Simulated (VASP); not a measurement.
Input of a VASP 6.6.1 run:

INCAR

```
  PREC = Accurate
  ENCUT = 600
  EDIFF = 1E-6
  ISMEAR = 0
  SIGMA = 0.05
  LREAL = F
  LASPH = T
  NELM = 200
  ALGO = Normal
  ISIF = 2
  LWAVE = F
  LCHARG = F
  ISPIN = 2
  MAGMOM = 4.46 -4.46 0 0
  LORBIT = 11
  LMAXMIX = 4
  GGA = PE
  NBANDS = 31
  GGA_COMPAT = F
```

Contents of KPOINTS:

```
regular mesh
0
Gamma
  8 8 8
```

Contents of POSCAR:

```
MnO
1.0
   -2.1150402830     -2.1150402830      4.3655656908
   -4.3655656908     -2.1150402830      2.1150402830
   -2.1150402830     -4.3655656908      2.1150402830
Mn O
2 2
Direct
    0.0000000000      0.0000000000      0.0000000000
    0.5000000000      0.5000000000      0.5000000000
    1.2500000019     -0.7499999981     -0.7499999981
    1.7499999981     -0.2500000019     -0.2500000019
```

Potentials or basis: VASP PAW PBE potentials, release 64 (Mn_pv, O).

Launch:

```sh
$ cat potpaw_PBE.64/Mn_pv/POTCAR potpaw_PBE.64/O/POTCAR > POTCAR
$ mpirun -np 1 vasp_std > vasp.out
```

Problem. What does it give for the net moment?

Solution. 0.00 μB per cell.

Problem. Estimate the site moments.

Solution. Mn +4.32, -4.32; O +0.00 μB.

Problem. Predict the band gap on the k mesh.

Solution. 0.88 eV.

A k mesh can miss the band edges.
